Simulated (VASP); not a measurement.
NaI, 2 atoms in the cell. Symmetry: I4/mmm, No. 139, tetragonal system. The conventional cell has a = 4.640 Å, b = 4.640 Å, c = 6.299 Å, α = 90.00°, β = 90.00°, γ = 90.00°. Within 4.1 Å of Na (site symmetry 4/mmm) lie 6 I at 3.15 to 3.28 Å. I (site symmetry 4/mmm) has 6 Na at 3.15 to 3.28 Å within 4.1 Å.  This cell differs from its parent crystal: ratio of the length along z to the lengths across it x 0.96, volume and fractional coordinates fixed.

| Property | Result |
| --- | --- |
| Program | VASP 6.6.1 |
| Task | single point |
| Functional | r2SCAN |
| Potentials or basis | VASP PAW PBE potentials, release 64 (Na_pv, I) |
| Cutoff | 520 eV |
| k mesh | 8 × 8 × 8 |
| Occupations | gaussian, width 0.05 eV |
| Spin | no spin polarisation |
| Dipole correction | no |
| Further INCAR settings | ALGO = Normal; EDIFF = 1e-06; NBANDS = 14 |

Potentials or basis: VASP PAW PBE potentials, release 64 (Na_pv, I).

The run is started by

```bash
$ cat potpaw_PBE.64/Na_pv/POTCAR potpaw_PBE.64/I/POTCAR > POTCAR
$ cp INCAR.step1 INCAR
$ mpirun -np 1 vasp_std > vasp.out
$ cp INCAR.step2 INCAR
$ mpirun -np 1 vasp_std > vasp.out
```

Hardware: 1 thread of AMD EPYC 7R43 64-Core Processor (Zen 3), on a shared host.

Task: How long does it take, and how much memory?

Result: Run time: 5.4 min on 1 thread of AMD EPYC 7R43 64-Core Processor (Zen 3) (shared host), peak memory 0.19 GiB. Counts: k points 59.
